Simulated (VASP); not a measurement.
SrO, 2 atoms in the cell. The structure is cubic, space group Fm-3m (No. 225). Conventional cell: a = 5.104 Å, b = 5.104 Å, c = 5.104 Å, α = 90.00°, β = 90.00°, γ = 90.00°. Sr (site symmetry m-3m) has 6 O at 2.55 Å within 3.4 Å. Within 3.4 Å of O (site symmetry m-3m) lie 6 Sr at 2.55 Å. 

- Program: VASP 6.6.1
- Task: single point
- Functional: PBEsol
- Dispersion: D4
- Potentials or basis: VASP PAW PBE potentials, release 64 (Sr_sv, O)
- Cutoff: 520 eV
- k mesh: 9 × 9 × 9
- Occupations: fermi-dirac, width 0.05 eV
- Spin: no spin polarisation
- Dipole correction: no
- Further INCAR settings: ALGO = Normal; EDIFF = 1e-07; NBANDS = 15

Potentials or basis: VASP PAW PBE potentials, release 64 (Sr_sv, O).

Command:

```sh
$ cat potpaw_PBE.64/Sr_sv/POTCAR potpaw_PBE.64/O/POTCAR > POTCAR
$ mpirun -np 1 vasp_std > vasp.out
```

Hardware: 1 thread of Intel Xeon 6975P-C, on a shared host.

Problem. Estimate the wall time of this run.

Solution. Wall time 19 s on 1 thread of Intel Xeon 6975P-C, on a shared host, peak memory 0.17 GiB. Counts: scf iterations 13, k points 35.
